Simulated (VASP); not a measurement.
# K (Cmcm) in VASP: further runs, part 2 of 2

VASP 6.6.1. The steps go on from the part before.

## 4. Single point, PBEsol

This run uses another cell than the first one, of 45.02 Å³/atom.

INCAR reads:

```
SYSTEM = K
PREC = Accurate
ENCUT = 520
EDIFF = 1E-7
ISMEAR = 0
SIGMA = 0.1
LREAL = .FALSE.
LASPH = .TRUE.
NELM = 80
ALGO = Fast
ISIF = 2
LWAVE = .FALSE.
LCHARG = .FALSE.
GGA = PS
NBANDS = 16
```

KPOINTS reads:

```
Automatic mesh
0
G
  12 12 6
  0 0 0
```

POSCAR reads:

```
K
1.0
    2.0079461164     -3.4469913409      0.0000000000
    2.0079461164      3.4469913409      0.0000000000
    0.0000000000      0.0000000000      6.5049270495
K
2
Direct
    0.8305351713      0.1694648287      0.2500000000
    0.1694648287      0.8305351713      0.7500000000
```

Potentials or basis: VASP PAW PBE potentials, release 64 (K_sv).

On the command line:

```console
cat potpaw_PBE.64/K_sv/POTCAR > POTCAR
mpirun -np 1 vasp_std > vasp.out
```

OUTCAR:

```text
SYSTEM = K
   PREC = Accurate
   ENCUT = 520
   EDIFF = 1E-7
   ISMEAR = 0
   LREAL = .FALSE.
   LASPH = .TRUE.
   NELM = 80
   ISIF = 2
   GGA = PS

 ion  position               nearest neighbor table
   1  0.831  0.169  0.250-
   2  0.169  0.831  0.750-

  LATTYP: Found a base centered orthorhombic cell.
 ALAT       =     4.0158922328
 B/A-ratio  =     1.7166752199
 C/A-ratio  =     1.6197962177

  Lattice vectors:

 A1 = (   2.0079461164,  -3.4469913409,   0.0000000000)
 A2 = (   2.0079461164,   3.4469913409,   0.0000000000)
 A3 = (   0.0000000000,   0.0000000000,   6.5049270495)

Analysis of symmetry for initial positions (statically):
=====================================================================
 Subroutine PRICEL returns:
 Original cell was already a primitive cell.

 Routine SETGRP: Setting up the symmetry group for a
 base centered orthorhombic supercell.

 Subroutine GETGRP returns: Found  8 space group operations
[... 160 lines left out ...]

 Free energy of the ion-electron system (eV)
  ---------------------------------------------------
  ext. energy  EPLUGINS =         0.00000000
  ---------------------------------------------------
  free energy    TOTEN  =        -1.82168545 eV

  energy without entropy =       -1.81433280  energy(sigma->0) =       -1.81800913

 E-fermi :   1.2115     XC(G=0):  -7.0891

 val. band max:        1.1999542272   @ k =   0.3333   0.1667   0.3333
 cond. band min:       1.2182386595   @ k =   0.1667   0.0000   0.1667
 fundamental gap:      0.0182844323
 Fermi energy:         1.2114578897

 k-point     1 :       0.0000    0.0000    0.0000
  band No.  band energies     occupation
      1     -30.6539      2.00000
      2     -30.6180      2.00000
      3     -14.4092      2.00000
      4     -14.1085      2.00000
      5     -14.1019      2.00000
      6     -14.0620      2.00000
[... 433 lines left out ...]
      3     -14.2993      2.00000
      4     -14.2874      2.00000
      5     -14.2731      2.00000
      6     -14.1777      2.00000
[... 8 lines left out ...]
     15       5.1787      0.00000
     16       7.0072      0.00000

 [... further k-points ...]
[... 5 lines left out ...]
  --------------------------------------------------------------------------------------
  -------------------------------------------------------------------------------------
  Total        2.2077674      2.2120508      2.2399676      0.0000000      0.0000000      0.0000000
  in kB       39.2825088     39.3587230     39.8554437      0.0000000      0.0000000      0.0000000
  external PRESSURE =      39.4988918 kB  Pullay stress =       0.0000000 kB

 VOLUME and BASIS-vectors are now :
 -----------------------------------------------------------------------------
  energy-cutoff  :      520.00
  volume of cell :       90.05
      direct lattice vectors                 reciprocal lattice vectors
     2.007946116 -3.446991341  0.000000000     0.249010666 -0.145054034  0.000000000
     2.007946116  3.446991341  0.000000000     0.249010666  0.145054034  0.000000000
     0.000000000  0.000000000  6.504927050     0.000000000  0.000000000  0.153729626

 POSITION                                       TOTAL-FORCE (eV/Angst)
 -----------------------------------------------------------------------------------
      2.00795     -2.27870      1.62623         0.000000     -0.000569      0.000000
      2.00795      2.27870      4.87870         0.000000      0.000569     -0.000000
 -----------------------------------------------------------------------------------
    total drift:                                0.000000      0.000000     -0.000000

  FREE ENERGIE OF THE ION-ELECTRON SYSTEM (eV)
  ---------------------------------------------------
  free  energy   TOTEN  =        -1.8216854525 eV

  energy  without entropy=       -1.8143328043  energy(sigma->0) =       -1.81800913
```

It took 2.2 min on 1 thread of Intel Xeon 6975P-C (Granite Rapids), shared host; peak memory 0.33 GiB.

Results:

- Free energy: -1.8217 eV
- Pressure: 3.9 GPa
- Band gap on the k mesh: zero (bands 9 and 10 overlap by 3.04 eV)

Caveat: the cell stands under pressure; the PAW data sets were made with another functional, which shifts forces and pressure a little.

## 5. Relaxation of cell and atoms, PBEsol, target pressure 25 GPa, at which the enthalpy is minimised

This run uses another cell than the first one, of 29.86 Å³/atom.

INCAR reads:

```
  PREC = Accurate
  ENCUT = 600
  EDIFF = 1E-6
  ISMEAR = 0
  SIGMA = 0.1
  LREAL = F
  LASPH = T
  NELM = 100
  ALGO = Fast
  ISIF = 3
  LWAVE = F
  LCHARG = F
  GGA = PS
  IBRION = 2
  NSW = 70
  EDIFFG = -0.008
  PSTRESS = 250.0
```

KPOINTS reads:

```
regular mesh
0
Gamma
  14 14 8
```

POSCAR reads:

```
K
1.0
    1.7520132590     -3.0063363671      0.0000000000
    1.7520132590      3.0063363671      0.0000000000
    0.0000000000      0.0000000000      5.6694874056
K
2
Direct
    0.8303488664      0.1696511336      0.2500000000
    0.1696511336      0.8303488664      0.7500000000
```

Potentials or basis: VASP PAW PBE potentials, release 64 (K_sv).

On the command line:

```console
cat potpaw_PBE.64/K_sv/POTCAR > POTCAR
mpirun -np 1 vasp_std > vasp.out
```

OUTCAR:

```text
PREC = Accurate
   ENCUT = 600
   EDIFF = 1E-6
   ISMEAR = 0
   LREAL = F
   LASPH = T
   NELM = 100
   ISIF = 3
   GGA = PS
   IBRION = 2
   NSW = 70
   EDIFFG = -0.008
   PSTRESS = 250.0

 ion  position               nearest neighbor table
   1  0.830  0.170  0.250-   2 3.47   2 3.47   2 3.47   2 3.47   2 3.49   2 3.49
   2  0.170  0.830  0.750-   1 3.47   1 3.47   1 3.47   1 3.47   1 3.49   1 3.49

  LATTYP: Found a base centered orthorhombic cell.
 ALAT       =     3.5040265180
 B/A-ratio  =     1.7159324290
 C/A-ratio  =     1.6179921517

  Lattice vectors:

 A1 = (   1.7520132590,  -3.0063363671,   0.0000000000)
 A2 = (   1.7520132590,   3.0063363671,   0.0000000000)
 A3 = (   0.0000000000,   0.0000000000,   5.6694874056)

Analysis of symmetry for initial positions (statically):
=====================================================================
 Subroutine PRICEL returns:
 Original cell was already a primitive cell.

 Routine SETGRP: Setting up the symmetry group for a
 base centered orthorhombic supercell.

 Subroutine GETGRP returns: Found  8 space group operations
 (whereof  4 operations were pure point group operations)
 out of a pool of  8 trial point group operations.

The static configuration has the point symmetry C_2h.
 The point group associated with its full space group is D_2h.

Analysis of symmetry for dynamics (positions and initial velocities):
=====================================================================
 Subroutine PRICEL returns:
 Original cell was already a primitive cell.

 Routine SETGRP: Setting up the symmetry group for a
 base centered orthorhombic supercell.

 Subroutine GETGRP returns: Found  8 space group operations
 (whereof  4 operations were pure point group operations)
 out of a pool of  8 trial point group operations.

The dynamic configuration has the point symmetry C_2h.
 The point group associated with its full space group is D_2h.

 Subroutine INISYM returns: Found  8 space group operations
 (whereof  4 operations are pure point group operations),
 and found     1 'primitive' translations

----------------------------------------------------------------------------------------

                                     Primitive cell

  volume of cell :      59.7240

  direct lattice vectors                    reciprocal lattice vectors
     1.752013259 -3.006336367  0.000000000     0.285385968 -0.166315388  0.000000000
     1.752013259  3.006336367  0.000000000     0.285385968  0.166315388  0.000000000
     0.000000000  0.000000000  5.669487406     0.000000000  0.000000000  0.176382789

  length of vectors
     3.479598944  3.479598944  5.669487406     0.330311912  0.330311912  0.176382789

  position of ions in fractional coordinates (direct lattice)
     0.830348866  0.169651134  0.250000000
     0.169651134  0.830348866  0.750000000

  ion indices of the primitive-cell ions
   primitive index   ion index
                 1           1
                 2           2

----------------------------------------------------------------------------------------

 KPOINTS: regular mesh

Automatic generation of k-mesh.
 Grid dimensions read from file:
 generate k-points for:   14   14    8

 Generating k-lattice:

  Cartesian coordinates                     Fractional coordinates (reciprocal lattice)
     0.020384712 -0.011879671  0.000000000     0.071428571  0.000000000  0.000000000
     0.020384712  0.011879671  0.000000000     0.000000000  0.071428571  0.000000000
     0.000000000  0.000000000  0.022047849     0.000000000  0.000000000  0.125000000

  Length of vectors
     0.023593708  0.023593708  0.022047849

  Shift w.r.t. Gamma in fractional coordinates (k-lattice)
     0.000000000  0.000000000  0.000000000

 Subroutine IBZKPT returns following result:
 ===========================================

 Found    285 irreducible k-points:

 Following reciprocal coordinates:
            Coordinates               Weight
  0.000000  0.000000  0.000000      1.000000
  0.071429 -0.000000  0.000000      4.000000
  0.142857  0.000000  0.000000      4.000000
  0.214286 -0.000000  0.000000      4.000000
  0.285714 -0.000000  0.000000      4.000000
  0.357143 -0.000000  0.000000      4.000000
[... 16 lines left out ...]
  0.214286  0.142857  0.000000      4.000000
  0.285714  0.142857  0.000000      4.000000
 [... further k-points ...]
   k-points           NKPTS =    285   k-points in BZ     NKDIM =    285   number of bands    NBANDS=     13
   number of dos      NEDOS =    301   number of ions     NIONS =      2
   total plane-waves  NPLWV =  37632
   dimension x,y,z NGX =    28 NGY =   28 NGZ =   48
   dimension x,y,z NGXF=    56 NGYF=   56 NGZF=   96
   ions per type =               2
   NGX,Y,Z   is equivalent  to a cutoff of  13.38, 13.38, 14.08 a.u.
   NGXF,Y,Z  is equivalent  to a cutoff of  26.76, 26.76, 28.15 a.u.
 SYSTEM =  unknown system
   PREC   = accura    normal or accurate (medium, high low for compatibility)
   ISTART =      0    job   : 0-new  1-cont  2-samecut
   ICHARG =      2    charge: 1-file 2-atom 10-const
   ISPIN  =      1    spin polarized calculation?
   LNONCOLLINEAR =      F non collinear calculations
   LSORBIT =      F    spin-orbit coupling
   LASPH  =      T    aspherical Exc in radial PAW
   ENCUT  =  600.0 eV  44.10 Ry    6.64 a.u.   6.95  6.95 11.32*2*pi/ulx,y,z
   NELM   =    100;   NELMIN=  2; NELMDL= -5     # of ELM steps
   EDIFF  = 0.1E-05   stopping-criterion for ELM
   LREAL  =      F    real-space projection
   EDIFFG = -.8E-02   stopping-criterion for IOM
   NSW    =     70    number of steps for IOM
   IBRION =      2    ionic relax: 0-MD 1-quasi-New 2-CG
   NFREE  =      1    steps in history (QN), initial steepest desc. (CG)
   ISIF   =      3    stress and relaxation
   ISYM   =      2    0-nonsym 1-usesym 2-fastsym
   POTIM  = 0.5000    time-step for ionic-motion
   TEBEG  =    0.0;   TEEND  =   0.0 temperature during run
   PSTRESS=  250.0 pullay stress
   NELECT =      18.0000    total number of electrons
   NUPDOWN=      -1.0000    fix difference up-down
   EMIN   =  10.00;   EMAX   =-10.00  energy-range for DOS
   EFERMI =   0.00;   METHOD = LEGACY
   ISMEAR =     0;   SIGMA  =   0.10  broadening in eV -4-tet -1-fermi 0-gaus
   EFERMI_NEDOS =   21; number of points for ismear=-14 and -15
   IALGO  =     68    algorithm
   IMIX   =      4    mixing-type and parameters
     AMIX     =   0.40;   BMIX     =  1.00
     AMIX_MAG =   1.60;   BMIX_MAG =  1.00
  volume/ion in A,a.u.               =      29.86       201.52
  Fermi-wavevector in a.u.,A,eV,Ry     =   1.097613  2.074189 16.391690  1.204755
  Thomas-Fermi vector in A             =   2.233977
   LORBIT       =      0    0 simple, 1 ext, 2 COOP (PROOUT), +10 PAW based schemes
   GGA     = PS    functional components
   LHFCALC =     F    Hartree Fock is set to
   AEXX    =    0.0000 exact exchange contribution
   IVDW    =     0    specifies the selected vdW correction
   LEPSILON=     F    determine dielectric tensor
   LRPA    =     F    only Hartree local field effects (RPA)
 conjugate gradient relaxation of ions
 non-spin polarized calculation
 RMM-DIIS sequential band-by-band and
 Gauss-broadening in eV      SIGMA  =   0.10
  energy-cutoff  :      600.00
  volume of cell :       59.72
 maximum number of plane-waves:      2012
   NGX = 13   NGY = 13   NGZ = 23

--------------------------------------- Ionic step        1  -------------------------------------------

 number of electron      17.9999999 magnetization

 Free energy of the ion-electron system (eV)
  ---------------------------------------------------
  ext. energy  EPLUGINS =         0.00000000
  ---------------------------------------------------
  free energy    TOTEN  =        -0.25584635 eV

  energy without entropy =       -0.24330094  energy(sigma->0) =       -0.24957364

 E-fermi :   3.0347     XC(G=0):  -8.5508

 val. band max:        3.0325116414   @ k =   0.2143   0.1429   0.3750
 cond. band min:       3.0356940290   @ k =   0.5000   0.4286   0.5000
 fundamental gap:      0.0031823876
 Fermi energy:         3.0346999150

 k-point     1 :       0.0000    0.0000    0.0000
  band No.  band energies     occupation
      1     -29.2261      2.00000
      2     -29.0489      2.00000
      3     -13.3532      2.00000
      4     -12.4001      2.00000
      5     -12.3798      2.00000
      6     -12.2645      2.00000
      7     -12.2618      2.00000
      8     -12.2563      2.00000
      9      -0.4239      2.00000
     10       2.8934      1.95433
     11       4.9022      0.00000
     12       7.3312      0.00000
     13       7.5004      0.00000
[... 477 lines left out ...]
  energy  without entropy=        1.2886880958  energy(sigma->0) =        1.28392412

  enthalpy is  TOTEN    =         8.6291653614 eV   P V=        7.3500052261

[... ionic steps 4 to 9 ...]

--------------------------------------- Ionic step       10  -------------------------------------------

 number of electron      17.9999999 magnetization

------------------------ aborting loop because EDIFF is reached ----------------------------------------
[... 71 lines left out ...]
--------------------------------------- Ionic step       12  -------------------------------------------

 number of electron      17.9999999 magnetization

 Free energy of the ion-electron system (eV)
  ---------------------------------------------------
  ext. energy  EPLUGINS =         0.00000000
  ---------------------------------------------------
  free energy    TOTEN  =         1.22755877 eV

  energy without entropy =        1.23704759  energy(sigma->0) =        1.23230318

 E-fermi :   4.2754     XC(G=0):  -9.5018

 val. band max:        4.2747617533   @ k =   0.2857  -0.0000   0.3750
 cond. band min:       4.2755342507   @ k =  -0.4286   0.3571   0.3750
 fundamental gap:      0.0007724974
 Fermi energy:         4.2753873195

 k-point     1 :       0.0000    0.0000    0.0000
  band No.  band energies     occupation
      1     -28.4368      2.00000
      2     -28.0936      2.00000
      3     -12.8358      2.00000
      4     -11.1395      2.00000
      5     -11.1166      2.00000
      6     -11.0198      2.00000
      7     -10.9519      2.00000
      8     -10.9502      2.00000
      9       0.8726      2.00000
     10       4.0046      1.99987
     11       6.9051      0.00000
     12       8.3566      0.00000
     13       8.6548      0.00000
[... 401 lines left out ...]
  energy  without entropy=        1.2370475940  energy(sigma->0) =        1.23230318

  enthalpy is  TOTEN    =         8.6257460435 eV   P V=        7.3981872754

 reached required accuracy - stopping structural energy minimisation
```

OSZICAR:

```text
N       E                     dE             d eps       ncg     rms          rms(c)
DAV:   1     0.137425721789E+03    0.13743E+03   -0.95016E+03  7410   0.140E+03
DAV:   2     0.887599666862E+01   -0.12855E+03   -0.12440E+03  8449   0.373E+02
DAV:   3     0.175446723056E+00   -0.87005E+01   -0.85902E+01 13314   0.728E+01
DAV:   4    -0.275066537858E+00   -0.45051E+00   -0.44707E+00 10401   0.111E+01
[... 137 lines left out ...]
       N       E                     dE             d eps       ncg     rms          rms(c)
DAV:   1     0.122752880603E+01   -0.35086E-02   -0.80105E-04  9560   0.317E-01    0.478E-02
RMM:   2     0.122755342665E+01    0.24621E-04   -0.57555E-05  7870   0.864E-02    0.144E-02
RMM:   3     0.122755857520E+01    0.51486E-05   -0.21569E-05  8023   0.382E-02    0.112E-02
RMM:   4     0.122755876814E+01    0.19293E-06   -0.75535E-06  5964   0.162E-02
  12 F= 0.86257460E+01 E0= 0.86304905E+01  d E =-.294185E-04
```

It took 22 min on 1 thread of Intel Xeon 6975P-C (Granite Rapids), shared host; peak memory 0.39 GiB.

Results:

```
Free energy                                                : 1.2276 eV
Relaxed volume                                             : 23.71 Å³/atom
Relaxed cell                                               : a = 3.184 Å, b = 3.184 Å, c = 5.389 Å, α = 90.00°, β = 90.00°, γ = 119.78°
Space group after relaxing (to 0.1 Å)                      : P6_3/mmc (No. 194)
Energy change on relaxing (the run minimises the enthalpy) : +741.7 meV/atom
Ionic steps                                                : 12
Pressure after relaxing                                    : 25.0 GPa
Band gap on the k mesh                                     : zero (bands 9 and 10 overlap by 2.52 eV)
```

Forces on the atoms (eV/Å):
```
K    0.000 -0.003  0.000
K    0.000  0.003  0.000
```

The path:
```csv
step,energy change (eV),largest force (eV/Å),pressure (GPa),volume (Å³)
1,0.0000,0.0015,14.77,59.72
2,1.9323,0.0074,27.71,44.71
3,1.5350,0.0061,25.30,47.10
4,1.4937,0.0059,24.97,47.37
5,1.4941,0.0055,25.03,47.36
6,1.4968,0.0044,25.06,47.33
7,1.5100,0.0012,25.10,47.25
8,1.5012,0.0029,25.08,47.30
9,1.5016,0.0028,25.08,47.30
10,1.4744,0.0026,24.90,47.47
11,1.4869,0.0028,25.02,47.39
12,1.4834,0.0027,24.98,47.41
```

Final structure:
```yaml
crystal:
  lattice:
    - [1.59721, -2.75438, 0.00000]
    - [1.59721, 2.75438, 0.00000]
    - [0.00000, 0.00000, 5.38866]
  atoms:
    - { symbol: K, position: [0.83073, 0.16927, 0.25000] }
    - { symbol: K, position: [0.16927, 0.83073, 0.75000] }
```

Levels at points of the mesh, in eV from the Fermi level:
```tsv
k point	band 7	band 8	band 9	band 10	band 11	band 12
(0.00, 0.00, 0.00)	-15.23	-15.23	-3.40	-0.27	2.63	4.08
(0.50, 0.00, 0.00)	-15.67	-15.47	0.09	0.19	0.26	2.40
(0.50, 0.50, 0.00)	-15.63	-15.48	0.08	0.10	0.21	2.42
(0.00, 0.00, 0.50)	-15.31	-15.31	-1.63	-1.63	2.77	2.77
(0.50, 0.00, 0.50)	-15.65	-15.65	-0.45	-0.45	1.83	1.83
(0.50, 0.50, 0.50)	-15.67	-15.67	-0.43	-0.43	1.79	1.79
```

Caveat: the cell is relaxed towards a set pressure, so the run minimises the enthalpy, not the energy; the volume moved by over 15 % at a fixed basis, so the end points are rough; the PAW data sets were made with another functional, which shifts forces and pressure a little.

## 6. Overview

```tsv
task	cell	k mesh	cutoff (eV)	gap on the mesh (eV)	pressure (GPa)
single point	a = 3.186, b = 3.186, c = 5.379 Å, angles 90.0, 90.0, 120.0°, 2 atoms, atomic positions A	14 × 14 × 8	520	none	25.1
single point	a = 3.574, b = 3.574, c = 5.823 Å, angles 90.0, 90.0, 119.5°, 2 atoms, atomic positions B	12 × 12 × 8	520	none	12.0
single point	a = 3.989, b = 3.989, c = 6.505 Å, angles 90.0, 90.0, 119.6°, 2 atoms, atomic positions C	12 × 12 × 6	520	none	3.9
relaxation of cell and atoms	relaxed to 25 GPa from a = 3.480, b = 3.480, c = 5.669 Å, angles 90.0, 90.0, 119.5°, 2 atoms, atomic positions B	14 × 14 × 8	600	none	25.0
```

Alike in all rows: level PBEsol; potentials or basis VASP PAW PBE potentials, release 64 (K_sv); no spin polarisation; smearing gaussian 0.1 eV.

Caveats: the PAW data sets were made with another functional, which shifts forces and pressure a little; the cell stands under pressure (at least some runs); the cell is relaxed towards a set pressure, so the run minimises the enthalpy, not the energy (at least some runs); the volume moved by over 15 % at a fixed basis, so the end points are rough (at least some runs).

Total energies depend on the potentials used, so only differences within one code and one set of settings carry meaning.
